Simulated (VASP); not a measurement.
Input of a VASP 6.6.1 run:

INCAR

```
SYSTEM = Fe
ALGO = Normal ; EDIFF = 1E-7
EDIFFG = -0.002 ; ENCUT = 600
GGA = PS ; GGA_COMPAT = .False.
IBRION = 2 ; ISIF = 3
ISMEAR = 0 ; ISPIN = 2
LASPH = .True. ; LCHARG = .False.
LMAXMIX = 4 ; LORBIT = 11
LREAL = .False. ; LWAVE = .False.
MAGMOM = 2.37 ; NELM = 200
NELMIN = 4 ; NSW = 100
PREC = Accurate ; SIGMA = 0.1
```

KPOINTS

```
k-points
0
Gamma
  20 20 20
  0 0 0
```

Contents of POSCAR:

```
Fe
1.0
   -1.3943627198      1.3943627198      1.3943627198
    1.3943627198     -1.3943627198      1.3943627198
    1.3943627198      1.3943627198     -1.3943627198
Fe
1
Direct
    0.0000000000      0.0000000000      0.0000000000
```

Potentials or basis: VASP PAW PBE potentials, release 64 (Fe).

Run with:

```console
$ cat potpaw_PBE.64/Fe/POTCAR > POTCAR
$ mpirun -np 1 vasp_std > vasp.out
```

(1) What does it give for the relaxed cell?

(2) Predict the relaxed volume.

## Answers

(1) a = 2.412 Å, b = 2.412 Å, c = 2.412 Å, α = 109.47°, β = 109.47°, γ = 109.47°.

(2) 10.80 Å³/atom.

Caveat: the PAW data sets were made with another functional, which shifts forces and pressure a little.
